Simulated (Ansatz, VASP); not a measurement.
# BN: VASP beside Ansatz

File INCAR:

```
SYSTEM = BN
PREC = Accurate
ENCUT = 600
EDIFF = 1E-6
ISMEAR = 0
SIGMA = 0.05
LREAL = .FALSE.
LASPH = .TRUE.
NELM = 120
ALGO = Normal
ISIF = 2
LWAVE = .FALSE.
LCHARG = .TRUE.
GGA = PE
LELF = .TRUE.
LVHAR = .TRUE.
NBANDS = 11
GGA_COMPAT = .FALSE.
```

Contents of KPOINTS:

```
Automatic mesh
0
G
  12 12 12
  0 0 0
```

Contents of POSCAR:

```
BN
1.0
    0.0000000000      1.9353981635      1.9353981635
    1.9353981635      0.0000000000      1.9353981635
    1.7888240092      1.7888240092      0.1465741542
B N
1 1
Direct
    0.0000000000      0.0000000000      0.0000000000
    0.7500000000      0.7500000000      0.7500000000
```

Input for Ansatz:

```yaml
crystal:
  lattice:
    - [0.0, 1.9353981635, 1.9353981635]
    - [1.9353981635, 0.0, 1.9353981635]
    - [1.7888240092, 1.7888240092, 0.1465741542]
  atoms:
    - { symbol: B, position: [0.0, 0.0, 0.0] }
    - { symbol: "N", position: [0.75, 0.75, 0.75] }
basis:
  ecutwfc: 520.0
kpoints:
  mp_grid: { grid: [12, 12, 12] }
hamiltonian:
  xc: pbe
  pseudopotentials: { kind: paw, azcp: { folder: soft_1 } }
scf:
  occupations: { method: gaussian, width: 0.05 }
output:
  forces: true
  stress: true
  eigenvalues: true
```

Alike in both runs: task single point; functional PBE; k mesh 12 × 12 × 12; occupations gaussian, width 0.05 eV; no spin polarisation.

```csv
,VASP,Ansatz
version,VASP 6.6.1,Ansatz 0.2.0
potentials or method,"VASP PAW PBE potentials, release 64 (B, N), cutoff 600 eV","scalar-relativistic, plane waves, PAW"
valence electrons in the cell,8,8
```

|  | VASP | Ansatz | Ansatz less VASP |
| --- | --- | --- | --- |
| gap on the k mesh at the Fermi level (eV) | 4.07 | 4.07 | +0.004 |
| least direct gap on the mesh (eV) | 7.16 | 7.15 | -0.013 |
| pressure (GPa) | -18.4 | -18.4 | +0.04 |
| traceless stress, the component that is largest in VASP (GPa) | 30.93 | 30.71 | -0.222 |
| rms of the force components (eV/Å) | 0.265 | 0.247 | -0.0178 |

Atom by atom the forces differ by 0.018 eV/Å (rms over components). With one functional, cell and mesh, what is left measures potentials, basis and numerics.
